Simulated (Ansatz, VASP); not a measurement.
One calculation of AlN, two programs

```
Al N
1.0
    -3.27586    0.00000    0.00000
     0.00000    0.00000   -4.10069
     0.00000   -5.67395    0.00000
Al N
4 4
Direct
  0.54567 0.29853 0.16667
  0.95433 0.20147 0.66667
  0.04567 0.79853 0.33333
  0.45433 0.70147 0.83333
  0.54444 0.75379 0.16667
  0.95556 0.74621 0.66667
  0.04444 0.25379 0.33333
  0.45556 0.24621 0.83333
```

Change from the starting cell: mode 4 frozen in at -0.150 Å and mode 5 at -0.199 Å (largest displacements).

Alike in both runs: task single point; functional LDA; k mesh 8 × 6 × 4; occupations gaussian, width 0.05 eV; no spin polarisation.

|  | VASP | Ansatz |
| --- | --- | --- |
| version | VASP 6.6.1 | Ansatz 0.2.0 |
| potentials or method | VASP PAW LDA potentials, release 64 (Al, N), cutoff 520 eV | scalar-relativistic, plane waves, PAW |
| valence electrons in the cell | 32 | 32 |

|  | VASP | Ansatz | Ansatz less VASP |
| --- | --- | --- | --- |
| gap on the k mesh at the Fermi level (eV) | 3.52 | 3.52 | -0.006 |
| least direct gap on the mesh (eV) | 3.52 | 3.52 | -0.006 |
| pressure (GPa) | 3.9 | 3.2 | -0.69 |
| traceless stress, the component that is largest in VASP (GPa) | 10.83 | 10.72 | -0.104 |
| rms of the force components (eV/Å) | 0.828 | 0.811 | -0.0167 |

Ansatz warns that its potentials were made for another functional, while VASP's fit it. LDA's correlation is that of Perdew and Zunger in VASP and of Perdew and Wang (1992) in Ansatz. Atom by atom the forces differ by 0.023 eV/Å (rms over components).
